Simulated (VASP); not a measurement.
Wanted: the native input for a VASP 6.6.1 run.

```
Task                   : single point
Functional             : PBEsol
Potentials or basis    : VASP PAW PBE potentials, release 64 (C, O, H)
Cutoff                 : 520 eV
k mesh                 : 1 × 1 × 1
Occupations            : fermi-dirac, width 0.02 eV
Spin                   : no spin polarisation
Dipole correction      : no
Further INCAR settings : LREAL = Auto; ALGO = Normal; EDIFF = 1e-06; NBANDS = 64
```

The structure of H6C2O lies in POSCAR:

```
H6C2O
1.0
    6.7708090000      0.0000000000      0.0000000000
    0.0000000000      6.7708090000      0.0000000000
    0.0000000000      0.0000000000      6.7708090000
C O H
8 4 24
Direct
    0.4196839698      0.5330086848      0.9614508399
    0.4744189358      0.7129281006      0.8186909422
    0.5908008925      0.3533255775      0.3463101677
    0.4692349171      0.2182013996      0.2937462864
    0.0614402208      0.1148016433      0.8100952190
   -0.0308382647      0.2692735831      0.9051946377
    0.1545900940      0.7119385586      0.2068290510
   -0.0248419354      0.6730510342      0.3711521031
    0.6850880006      0.8024594993      0.7940705461
    0.5174566289      0.0508654136      0.1770984826
   -0.1673064474      0.4028026784      0.7888422196
    0.0274265601      0.6559334342      0.5363760815
    0.5242357302      0.9272894864      0.9675800927
    0.3228417756      0.5121101481      0.7635719749
    0.3835139937      0.8240669616      0.6535998874
    0.1938173119      0.5840217912      0.7257183004
    0.5042824277      0.4199645862      0.8822579399
    0.4454563701      0.6919557176      1.1249468121
    0.3157968272      0.0971375799     -0.0072664877
    0.3806487526      0.1599956519      0.4495031539
    0.3311125746      0.2422162551      0.2211109485
    0.6788258242      0.6334102764      0.3083235696
    0.8217924919      0.3840309186      0.3514646477
    0.7499546952      0.2598360107      0.2649314137
   -0.2485079700      0.6373093673      0.6727113407
   -0.1490663819      0.1695513786      0.9691013290
   -0.0497872559      0.4029060634      1.0443803687
    0.0861049248     -0.0780852037      0.9129189732
    0.0417675347     -0.0062621764      0.6269265608
    0.2598803186      0.1757840164      0.8311562178
   -0.0592986746      0.5011513395      0.5860304138
   -0.2247294230      0.5579983131      0.2540907593
   -0.0299668769      0.5014910331      0.2634692546
    0.1530836271      0.7247287584      0.0605097559
    0.2021471880      1.0070436192      0.2211700256
    0.3308319582      0.6884258587      0.1902283760
```

The input as run:

INCAR

```
ALGO = Normal
EDIFF = 1E-6
ENCUT = 520
GGA = PS
GGA_COMPAT = False
ISIF = 2
ISMEAR = -1
LASPH = True
LCHARG = False
LREAL = Auto
LWAVE = False
NBANDS = 64
NELM = 120
PREC = Accurate
SIGMA = 0.02
```

KPOINTS

```
k-points
0
Gamma
  1 1 1
```

Potentials or basis: VASP PAW PBE potentials, release 64 (C, O, H).

Launch:

```sh
$ cat potpaw_PBE.64/C/POTCAR potpaw_PBE.64/O/POTCAR potpaw_PBE.64/H/POTCAR > POTCAR
$ mpirun -np 1 vasp_gam > vasp.out
```

Results of the run:

The pressure is -5.4 GPa. The largest force is 12.396 eV/Å and the band gap on the k mesh is 0.05 eV.

Caveat: the k points lie up to 0.93 Å⁻¹ apart; the PAW data sets were made with another functional, which shifts forces and pressure a little.

Wall time 50 s on 1 thread of AMD EPYC 7R43 64-Core Processor (Zen 3) (shared host), peak memory 0.29 GiB.
